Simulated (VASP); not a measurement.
Input of a VASP 6.6.1 run:

The input INCAR:

```
PREC = Accurate ; ENCUT = 520
EDIFF = 1E-6 ; ISMEAR = -1
SIGMA = 0.05 ; LREAL = False
LASPH = True ; NELM = 100
ALGO = Normal ; ISIF = 2
LWAVE = False ; LCHARG = False
GGA = PE ; NBANDS = 28
```

File KPOINTS:

```
regular mesh
0
Gamma
  9 9 5
```

Contents of POSCAR:

```
SnTe
1.0
    4.4364687529      0.0000000000      0.0000000000
   -2.2182343765      3.8420946431      0.0000000000
    0.0000000000      0.0000000000      7.8564010131
Sn Te
2 2
Direct
    0.0000000000      0.0000000000      0.0000000000
    0.0000000000      0.0000000000      0.5000000000
    0.3333333333      0.6666666667      0.2500000000
    0.6666666667      0.3333333333      0.7500000000
```

Potentials or basis: VASP PAW PBE potentials, release 64 (Sn_d, Te).

The run is started by

```sh
$ cat potpaw_PBE.64/Sn_d/POTCAR potpaw_PBE.64/Te/POTCAR > POTCAR
$ mpirun -np 1 vasp_std > vasp.out
```

What does it give for the band gap on the k mesh?

Zero (band 20 reaches 6.66 eV, above the bottom of band 21 at 6.13 eV).

What does it give for the pressure?

0.0 GPa.

Caveat: spin-orbit coupling is left out, which moves the levels of the heavy elements.
